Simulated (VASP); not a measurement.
Crystal: I.

```
CELL_PARAMETERS angstrom
2.53835 -3.70662 0.00000
2.53835 3.70662 0.00000
-1.62087 0.00000 2.38110
ATOMIC_POSITIONS crystal
I 0.50000 0.50000 0.50000
```

| Item | Value |
| --- | --- |
| Program | VASP 6.6.1 |
| Task | relaxation of cell and atoms |
| Functional | PBEsol |
| Potentials or basis | VASP PAW PBE potentials, release 64 (I) |
| Cutoff | 600 eV |
| k mesh | 7 × 7 × 11 |
| Occupations | fermi-dirac, width 0.05 eV |
| Spin | no spin polarisation |

At the start: pressure -0.4 GPa; volume 44.81 Å³/atom.

**Question.** How do energy, volume and symmetry change on relaxing?

**Answer.** Over 29 steps the energy falls by 67.9 meV/atom and the volume is 37.75 Å³/atom (-15.7 %); space group Immm (No. 71, to 0.1 Å) before, C2/m (No. 12, to 0.1 Å).

The path:
| step | energy change (eV) | largest force (eV/Å) | pressure (GPa) | volume (Å³) |
| --- | --- | --- | --- | --- |
| 1 | 0.0000 | 0.0000 | -0.40 | 44.81 |
| 2 | -0.0015 | 0.0000 | -0.09 | 44.08 |
| 3 | -0.0018 | 0.0000 | 0.11 | 43.63 |
| 4 | -0.0026 | 0.0000 | 0.12 | 43.42 |
| 5 | -0.0047 | 0.0000 | 0.10 | 42.80 |
| 6 | -0.0088 | 0.0000 | 0.16 | 41.56 |
| 7 | -0.0175 | 0.0000 | 0.47 | 39.10 |
| 8 | -0.0219 | 0.0000 | 2.54 | 34.30 |
| 9 | -0.0242 | 0.0000 | 0.93 | 37.25 |
| 10 | -0.0265 | 0.0000 | 1.58 | 35.77 |
| 11 | -0.0281 | 0.0000 | 1.58 | 35.58 |
| 12 | -0.0310 | 0.0000 | 1.63 | 35.01 |
| 13 | -0.0332 | 0.0000 | 2.24 | 33.84 |
| 14 | 0.0127 | 0.0000 | 5.46 | 31.44 |
| 15 | -0.0335 | 0.0000 | 2.35 | 33.67 |
| 16 | -0.0400 | 0.0000 | 1.93 | 33.91 |
| 17 | -0.0526 | 0.0000 | 0.83 | 34.61 |
| 18 | -0.0530 | 0.0000 | 0.47 | 34.87 |
| 19 | -0.0532 | 0.0000 | 0.58 | 34.78 |
| 20 | -0.0553 | 0.0000 | 0.46 | 34.97 |
| 21 | -0.0604 | 0.0000 | 0.33 | 35.53 |
| 22 | -0.0661 | 0.0000 | 0.09 | 36.64 |
| 23 | -0.0663 | 0.0000 | -0.12 | 38.88 |
| 24 | -0.0676 | 0.0000 | -0.04 | 37.88 |
| 25 | -0.0676 | 0.0000 | 0.03 | 37.70 |
| 26 | -0.0679 | 0.0000 | -0.08 | 37.82 |
| 27 | -0.0679 | 0.0000 | -0.08 | 37.81 |
| 28 | -0.0679 | 0.0000 | 0.04 | 37.73 |
| 29 | -0.0679 | 0.0000 | 0.00 | 37.75 |

Final structure:
```
CELL_PARAMETERS angstrom
2.23802 -3.73287 -0.37231
2.23802 3.73287 -0.37231
-1.77345 0.00000 2.55449
ATOMIC_POSITIONS crystal
I 0.50000 0.50000 0.50000
```

Caveat: the volume moved by over 15 % at a fixed basis, so the end points are rough; the PAW data sets were made with another functional, which shifts forces and pressure a little; an odd number of electrons without spin polarisation forces a metal; a magnetic or distorted state may lie lower.
